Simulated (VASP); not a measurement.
# NaCl (Pm-3m) in VASP: single point with PBE+D3(BJ)

Aim: the single point of NaCl with PBE+D3(BJ).

Program: VASP 6.6.1. These are calculated values, not measurements. Logs are shortened: lines on timing, memory, paths and dates and some standing lists are left out, and cuts for length are marked.

### 1 The cell of the first run

It takes space group Pm-3m (No. 221, cubic). Conventional cell: a = 2.860 Å, b = 2.860 Å, c = 2.860 Å, α = 90.00°, β = 90.00°, γ = 90.00°. Within 3.3 Å of Na (site symmetry m-3m) lie 8 Cl at 2.48 Å and 6 Na at 2.86 Å. Within 3.3 Å of Cl (site symmetry m-3m) lie 8 Na at 2.48 Å and 6 Cl at 2.86 Å.

### 2 Single point, PBE+D3(BJ)

Contents of INCAR:

```
SYSTEM = NaCl
ALGO = Normal ; EDIFF = 1E-6
ENCUT = 520 ; GGA = PE
ISIF = 2 ; ISMEAR = 0
IVDW = 12 ; LASPH = .TRUE.
LCHARG = .FALSE. ; LREAL = .FALSE.
LWAVE = .FALSE. ; NBANDS = 14
NELM = 80 ; PREC = Accurate
SIGMA = 0.01
```

Contents of KPOINTS:

```
k-points
0
G
  6 6 6
  0 0 0
```

Contents of POSCAR:

```
NaCl
1.0
    2.8600000000      0.0000000000      0.0000000000
    0.0000000000      2.8600000000      0.0000000000
    0.0000000000      0.0000000000      2.8600000000
Na Cl
1 1
Direct
    0.0000000000      0.0000000000      0.0000000000
    0.5000000000      0.5000000000      0.5000000000
```

Potentials or basis: VASP PAW PBE potentials, release 64 (Na_pv, Cl).

Run with:

```
$ cat potpaw_PBE.64/Na_pv/POTCAR potpaw_PBE.64/Cl/POTCAR > POTCAR
$ mpirun -np 1 vasp_std > vasp.out
```

OUTCAR:

```text
SYSTEM = NaCl
   EDIFF = 1E-6
   ENCUT = 520
   GGA = PE
   ISIF = 2
   ISMEAR = 0
   IVDW = 12
   LASPH = .TRUE.
   LREAL = .FALSE.
   NELM = 80
   PREC = Accurate
 IVDW          = 12

 ion  position               nearest neighbor table
   1  0.000  0.000  0.000-   2 2.48   2 2.48   2 2.48   2 2.48   2 2.48   2 2.48   2 2.48   2 2.48

   2  0.500  0.500  0.500-   1 2.48   1 2.48   1 2.48   1 2.48   1 2.48   1 2.48   1 2.48   1 2.48

  LATTYP: Found a simple cubic cell.
 ALAT       =     2.8600000000

  Lattice vectors:

 A1 = (   2.8600000000,   0.0000000000,   0.0000000000)
 A2 = (   0.0000000000,   2.8600000000,   0.0000000000)
 A3 = (   0.0000000000,   0.0000000000,   2.8600000000)

Analysis of symmetry for initial positions (statically):
=====================================================================
 Subroutine PRICEL returns:
 Original cell was already a primitive cell.

 Routine SETGRP: Setting up the symmetry group for a
 simple cubic supercell.

 Subroutine GETGRP returns: Found 48 space group operations
 (whereof 48 operations were pure point group operations)
 out of a pool of 48 trial point group operations.

The static configuration has the point symmetry O_h .

Analysis of symmetry for dynamics (positions and initial velocities):
=====================================================================
 Subroutine PRICEL returns:
 Original cell was already a primitive cell.

 Routine SETGRP: Setting up the symmetry group for a
 simple cubic supercell.

 Subroutine GETGRP returns: Found 48 space group operations
 (whereof 48 operations were pure point group operations)
 out of a pool of 48 trial point group operations.

The dynamic configuration has the point symmetry O_h .

 Subroutine INISYM returns: Found 48 space group operations
 (whereof 48 operations are pure point group operations),
 and found     1 'primitive' translations

----------------------------------------------------------------------------------------

                                     Primitive cell

  volume of cell :      23.3937

  direct lattice vectors                    reciprocal lattice vectors
     2.860000000  0.000000000  0.000000000     0.349650350  0.000000000  0.000000000
     0.000000000  2.860000000  0.000000000     0.000000000  0.349650350  0.000000000
     0.000000000  0.000000000  2.860000000     0.000000000  0.000000000  0.349650350

  length of vectors
     2.860000000  2.860000000  2.860000000     0.349650350  0.349650350  0.349650350

  position of ions in fractional coordinates (direct lattice)
     0.000000000  0.000000000  0.000000000
     0.500000000  0.500000000  0.500000000

  ion indices of the primitive-cell ions
   primitive index   ion index
                 1           1
                 2           2

----------------------------------------------------------------------------------------

 KPOINTS: k-points

Automatic generation of k-mesh.
 Grid dimensions read from file:
 generate k-points for:    6    6    6

 Generating k-lattice:

  Cartesian coordinates                     Fractional coordinates (reciprocal lattice)
     0.058275058  0.000000000  0.000000000     0.166666667  0.000000000  0.000000000
     0.000000000  0.058275058  0.000000000     0.000000000  0.166666667  0.000000000
     0.000000000  0.000000000  0.058275058     0.000000000  0.000000000  0.166666667

  Length of vectors
     0.058275058  0.058275058  0.058275058

  Shift w.r.t. Gamma in fractional coordinates (k-lattice)
     0.000000000  0.000000000  0.000000000

 Subroutine IBZKPT returns following result:
 ===========================================

 Found     20 irreducible k-points:

 Following reciprocal coordinates:
            Coordinates               Weight
  0.000000  0.000000  0.000000      1.000000
  0.166667  0.000000  0.000000      6.000000
  0.333333  0.000000  0.000000      6.000000
  0.500000  0.000000  0.000000      3.000000
  0.166667  0.166667  0.000000     12.000000
  0.333333  0.166667  0.000000     24.000000
[... 12 lines left out ...]
  0.500000  0.500000  0.333333      6.000000
  0.500000  0.500000  0.500000      1.000000
   k-points           NKPTS =     20   k-points in BZ     NKDIM =     20   number of bands    NBANDS=     14
   number of dos      NEDOS =    301   number of ions     NIONS =      2
   total plane-waves  NPLWV =  13824
   dimension x,y,z NGX =    24 NGY =   24 NGZ =   24
   dimension x,y,z NGXF=    48 NGYF=   48 NGZF=   48
   ions per type =               1   1
   NGX,Y,Z   is equivalent  to a cutoff of  13.95, 13.95, 13.95 a.u.
   NGXF,Y,Z  is equivalent  to a cutoff of  27.90, 27.90, 27.90 a.u.
 SYSTEM =  NaCl
   PREC   = accura    normal or accurate (medium, high low for compatibility)
   ISTART =      0    job   : 0-new  1-cont  2-samecut
   ICHARG =      2    charge: 1-file 2-atom 10-const
   ISPIN  =      1    spin polarized calculation?
   LNONCOLLINEAR =      F non collinear calculations
   LSORBIT =      F    spin-orbit coupling
   LASPH  =      T    aspherical Exc in radial PAW
   ENCUT  =  520.0 eV  38.22 Ry    6.18 a.u.   5.32  5.32  5.32*2*pi/ulx,y,z
   NELM   =     80;   NELMIN=  2; NELMDL= -5     # of ELM steps
   EDIFF  = 0.1E-05   stopping-criterion for ELM
   LREAL  =      F    real-space projection
   EDIFFG = 0.1E-04   stopping-criterion for IOM
   NSW    =      0    number of steps for IOM
   IBRION =     -1    ionic relax: 0-MD 1-quasi-New 2-CG
   NFREE  =      0    steps in history (QN), initial steepest desc. (CG)
   ISIF   =      2    stress and relaxation
   ISYM   =      2    0-nonsym 1-usesym 2-fastsym
   POTIM  = 0.5000    time-step for ionic-motion
   TEBEG  =    0.0;   TEEND  =   0.0 temperature during run
   PSTRESS=    0.0 pullay stress
   NELECT =      14.0000    total number of electrons
   NUPDOWN=      -1.0000    fix difference up-down
   EMIN   =  10.00;   EMAX   =-10.00  energy-range for DOS
   EFERMI =   0.00;   METHOD = LEGACY
   ISMEAR =     0;   SIGMA  =   0.01  broadening in eV -4-tet -1-fermi 0-gaus
   EFERMI_NEDOS =   21; number of points for ismear=-14 and -15
   IALGO  =     38    algorithm
   IMIX   =      4    mixing-type and parameters
     AMIX     =   0.40;   BMIX     =  1.00
     AMIX_MAG =   1.60;   BMIX_MAG =  1.00
  volume/ion in A,a.u.               =      11.70        78.93
  Fermi-wavevector in a.u.,A,eV,Ry     =   1.379595  2.607056 25.895713  1.903281
  Thomas-Fermi vector in A             =   2.504550
   LORBIT       =      0    0 simple, 1 ext, 2 COOP (PROOUT), +10 PAW based schemes
   GGA     = PE    functional components
   LHFCALC =     F    Hartree Fock is set to
   AEXX    =    0.0000 exact exchange contribution
   IVDW    =    12    specifies the selected vdW correction
   LEPSILON=     F    determine dielectric tensor
   LRPA    =     F    only Hartree local field effects (RPA)
 non-spin polarized calculation
 Gauss-broadening in eV      SIGMA  =   0.01
  energy-cutoff  :      520.00
  volume of cell :       23.39
 maximum number of plane-waves:       648
 NGX is ok and might be reduce to    24
   NGX = 11   NGY = 11   NGZ = 11

 number of electron      13.9999997 magnetization

 Free energy of the ion-electron system (eV)
  ---------------------------------------------------
  ext. energy  EPLUGINS =         0.00000000
  ---------------------------------------------------
  free energy    TOTEN  =        -4.19613908 eV

  energy without entropy =       -4.19613908  energy(sigma->0) =       -4.19613908

 E-fermi :   6.9661     XC(G=0): -11.3697

 val. band max:        6.8095451490   @ k =   0.5000   0.5000   0.0000
 cond. band min:      11.2238584523   @ k =   0.5000   0.5000   0.0000
 fundamental gap:      4.4143133033
 Fermi energy:         6.9660937989

 k-point     1 :       0.0000    0.0000    0.0000
  band No.  band energies     occupation
      1     -15.8957      2.00000
      2     -15.8957      2.00000
      3     -15.8957      2.00000
      4     -10.1659      2.00000
      5       5.5511      2.00000
      6       5.5511      2.00000
      7       5.5511      2.00000
      8      13.4877      0.00000
      9      13.4877      0.00000
     10      14.2515      0.00000
     11      24.6391      0.00000
     12      24.6391      0.00000
     13      24.6391      0.00000
     14      29.3427      0.00000

 k-point     2 :       0.1667    0.0000    0.0000
  band No.  band energies     occupation
      1     -16.0119      2.00000
      2     -15.8867      2.00000
      3     -15.8867      2.00000
      4      -9.8094      2.00000
      5       3.7036      2.00000
      6       5.6612      2.00000
      7       5.6612      2.00000
      8      13.9214      0.00000
      9      14.3506      0.00000
     10      16.3271      0.00000
     11      22.7318      0.00000
     12      22.7318      0.00000
     13      24.9436      0.00000
     14      26.7596      0.00000

 k-point     3 :       0.3333    0.0000    0.0000
  band No.  band energies     occupation
      1     -16.2269      2.00000
      2     -15.8686      2.00000
      3     -15.8686      2.00000
      4      -8.9996      2.00000
      5       1.0720      2.00000
      6       5.8976      2.00000
      7       5.8976      2.00000
      8      15.1040      0.00000
      9      15.4188      0.00000
     10      19.9663      0.00000
     11      20.4443      0.00000
     12      20.4443      0.00000
     13      22.7218      0.00000
     14      25.6748      0.00000

 k-point     4 :       0.5000    0.0000    0.0000
  band No.  band energies     occupation
      1     -16.3273      2.00000
      2     -15.8595      2.00000
      3     -15.8595      2.00000
      4      -8.5135      2.00000
      5      -0.0837      2.00000
      6       6.0250      2.00000
      7       6.0250      2.00000
      8      16.0917      0.00000
      9      16.1107      0.00000
     10      19.5700      0.00000
     11      19.5700      0.00000
     12      20.6509      0.00000
     13      20.7658      0.00000
     14      26.1363      0.00000

 k-point     5 :       0.1667    0.1667    0.0000
  band No.  band energies     occupation
      1     -16.0248      2.00000
      2     -15.9589      2.00000
      3     -15.8781      2.00000
      4      -9.4961      2.00000
      5       3.7885      2.00000
      6       4.0059      2.00000
      7       5.7863      2.00000
      8      14.5241      0.00000
      9      16.4156      0.00000
     10      16.5798      0.00000
     11      20.6797      0.00000
[... 208 lines left out ...]
 k-point    18 :       0.5000    0.3333    0.3333
  band No.  band energies     occupation
      1     -16.1209      2.00000
      2     -16.0423      2.00000
      3     -16.0228      2.00000
      4      -7.2329      2.00000
      5       1.6318      2.00000
      6       2.7532      2.00000
      7       2.9810      2.00000
      8      13.4554      0.00000
      9      13.8629      0.00000
     10      15.1196      0.00000
     11      24.2405      0.00000
     12      24.8598      0.00000
     13      26.3100      0.00000
     14      28.4528      0.00000

 k-point    19 :       0.5000    0.5000    0.3333
  band No.  band energies     occupation
      1     -16.0960      2.00000
      2     -16.0960      2.00000
      3     -16.0167      2.00000
      4      -6.9170      2.00000
      5       1.8744      2.00000
      6       1.8744      2.00000
      7       3.0532      2.00000
      8      12.5872      0.00000
      9      14.1343      0.00000
     10      14.1343      0.00000
     11      24.8714      0.00000
     12      25.1644      0.00000
     13      29.0873      0.00000
     14      29.0873      0.00000

 k-point    20 :       0.5000    0.5000    0.5000
  band No.  band energies     occupation
      1     -16.0775      2.00000
      2     -16.0775      2.00000
      3     -16.0775      2.00000
      4      -6.5560      2.00000
      5       2.0326      2.00000
      6       2.0326      2.00000
      7       2.0326      2.00000
      8      13.1488      0.00000
      9      13.1488      0.00000
     10      13.1488      0.00000
     11      23.9122      0.00000
     12      30.0983      0.00000
     13      30.0993      0.00000
     14      30.1742      0.00000

------------------------ aborting loop because EDIFF is reached ----------------------------------------

 Edisp (eV)   -0.83717

 E8    (eV) :    -0.3482

  FORCE on cell =-STRESS in cart. coord.  units (eV):
  Direction    XX          YY          ZZ          XY          YZ          ZX
  --------------------------------------------------------------------------------------
  -------------------------------------------------------------------------------------
  Total       8.64847     8.64847     8.64847    -0.00000    -0.00000    -0.00000
  in kB     592.31345   592.31345   592.31345    -0.00000    -0.00000    -0.00000
  external pressure =      592.31 kB  Pullay stress =        0.00 kB

 VOLUME and BASIS-vectors are now :
 -----------------------------------------------------------------------------
  energy-cutoff  :      520.00
  volume of cell :       23.39
      direct lattice vectors                 reciprocal lattice vectors
     2.860000000  0.000000000  0.000000000     0.349650350  0.000000000  0.000000000
     0.000000000  2.860000000  0.000000000     0.000000000  0.349650350  0.000000000
     0.000000000  0.000000000  2.860000000     0.000000000  0.000000000  0.349650350

 POSITION                                       TOTAL-FORCE (eV/Angst)
 -----------------------------------------------------------------------------------
      0.00000      0.00000      0.00000         0.000000      0.000000      0.000000
      1.43000      1.43000      1.43000         0.000000      0.000000      0.000000
 -----------------------------------------------------------------------------------
    total drift:                                0.000000     -0.000000     -0.000000

  FREE ENERGIE OF THE ION-ELECTRON SYSTEM (eV)
  ---------------------------------------------------
  free  energy   TOTEN  =        -5.0333099535 eV

  energy  without entropy=       -5.0333099535  energy(sigma->0) =       -5.03330995
```

Wall time 3.9 s (1 thread of Intel Xeon Platinum 8259CL at 2.50GHz (Skylake/Cascade Lake), shared host); peak memory 0.14 GiB.

What came out:

- Free energy: -5.0333 eV
- Pressure: 59.2 GPa
- Band gap on the k mesh: 4.41 eV, direct
- Dispersion energy per atom: -0.419 eV

Levels at points of the mesh, in eV from the valence-band top:
| k point | band 3 | band 4 | band 5 | band 6 | band 7 | band 8 | band 9 | band 10 | band 11 | band 12 |
| --- | --- | --- | --- | --- | --- | --- | --- | --- | --- | --- |
| (0.00, 0.00, 0.00) | -22.71 | -16.98 | -1.26 | -1.26 | -1.26 | 6.68 | 6.68 | 7.44 | 17.83 | 17.83 |
| (0.50, 0.00, 0.00) | -22.67 | -15.32 | -6.89 | -0.78 | -0.78 | 9.28 | 9.30 | 12.76 | 12.76 | 13.84 |
| (0.50, 0.50, 0.00) | -22.64 | -14.58 | -5.34 | -5.34 | 0.00 | 4.41 | 10.74 | 12.80 | 12.80 | 15.65 |
| (0.50, 0.50, 0.50) | -22.89 | -13.37 | -4.78 | -4.78 | -4.78 | 6.34 | 6.34 | 6.34 | 17.10 | 23.29 |

Caveat: three body term missing.
